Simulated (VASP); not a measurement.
## AlIn2: single point with PBE

AlIn2:

```
Al In
1.0
     0.00000    5.20560    5.18435
     2.70804    0.00000    5.18435
     2.70804    5.20560    0.00000
Al In
2 4
Cartesian
  1.3540 2.6028 2.5922
  4.0621 7.8084 7.7765
  2.7080 6.8115 5.1844
  2.7080 5.2056 8.7650
  2.7080 5.2056 1.6037
  2.7080 3.5997 5.1844
```

```yaml
Program: VASP 6.6.1
Task: single point
Functional: PBE
Potentials_or_basis: VASP PAW PBE potentials, release 64 (Al, In_d)
Cutoff: 520 eV
k_mesh: 8 × 8 × 8
Occupations: gaussian, width 0.1 eV
Spin: no spin polarisation
Dipole_correction: no
Further_INCAR_settings: ALGO = Fast; EDIFF = 1e-06; NBANDS = 38
```

The pressure is -0.1 GPa and the band gap on the k mesh is zero (bands 29 and 30 overlap by 2.88 eV).

Levels at points of the mesh, in eV from the Fermi level:
| k point | band 26 | band 27 | band 28 | band 29 | band 30 | band 31 | band 32 | band 33 |
| --- | --- | --- | --- | --- | --- | --- | --- | --- |
| (0.00, 0.00, 0.00) | -2.68 | -1.37 | -1.23 | -1.21 | -0.88 | -0.88 | -0.38 | 0.28 |
| (0.50, 0.00, 0.00) | -4.27 | -1.34 | -1.34 | 1.06 | 1.11 | 1.44 | 1.48 | 2.72 |
| (0.50, 0.50, 0.00) | -2.60 | -2.52 | -2.00 | -1.56 | -1.35 | 2.45 | 2.96 | 2.97 |
| (0.50, 0.00, 0.50) | -2.58 | -2.49 | -1.98 | -1.54 | -1.32 | 2.42 | 2.92 | 2.92 |
| (0.00, 0.50, 0.50) | -3.93 | 0.41 | 1.51 | 1.53 | 2.01 | 2.01 | 2.05 | 2.12 |

Run time: 8.5 min on 1 thread of AMD EPYC 9R45 96-Core Processor (Zen 5), on a shared host, peak memory 0.59 GiB.

Caveat: spin-orbit coupling is left out, which moves the levels of the heavy elements.
